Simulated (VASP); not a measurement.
Hf: single point with PBEsol

The system is Hf.

```xyz
1
Lattice="-1.6967 1.8050 1.8050 1.6967 -1.8050 1.8050 1.6967 1.8050 -1.8050" Properties=species:S:1:pos:R:3 pbc="T T T"
Hf    0.0000    0.0000    0.0000
```

This cell differs from its parent crystal: strain -0.0600 x Voigt [1, 0, 0, 0, 0, 0].

- Program: VASP 6.6.1
- Task: single point
- Functional: PBEsol
- Potentials or basis: VASP PAW PBE potentials, release 64 (Hf_pv)
- Cutoff: 520 eV
- k mesh: 18 × 18 × 18
- Occupations: gaussian, width 0.15 eV
- Spin: no spin polarisation

```yaml
Pressure: -3.9 GPa
Band_gap_on_the_k_mesh: zero (bands 5 and 6 overlap by 2.08 eV)
```

Stress tensor (GPa, compression positive):
```
-6.17  0.00  0.00
 0.00 -2.80  0.00
 0.00  0.00 -2.80
```

Levels at points of the mesh, in eV from the Fermi level:
```csv
k point,band 1,band 2,band 3,band 4,band 5,band 6,band 7,band 8,band 9,band 10
"(0.00, 0.00, 0.00)",-29.75,-29.75,-29.75,-7.09,1.06,1.78,1.78,3.80,4.80,13.06
"(0.50, 0.00, 0.00)",-30.61,-29.99,-29.73,-3.49,-0.02,0.88,3.55,4.87,7.60,10.13
"(0.00, 0.50, 0.00)",-30.60,-30.04,-29.78,-3.40,-0.76,1.27,4.26,5.58,7.71,10.38
"(0.50, 0.50, 0.50)",-30.38,-30.38,-30.27,-2.71,-2.55,6.80,6.80,6.84,6.84,7.02
```

Wall time 71 s on 1 thread of AMD EPYC 9R45 96-Core Processor (Zen 5) (shared host), peak memory 0.2 GiB.

Caveat: the cell differs from its parent crystal (strain -0.0600 x Voigt [1, 0, 0, 0, 0, 0]); the cell stands under tension; the PAW data sets were made with another functional, which shifts forces and pressure a little; spin-orbit coupling is left out, which moves the levels of the heavy elements.
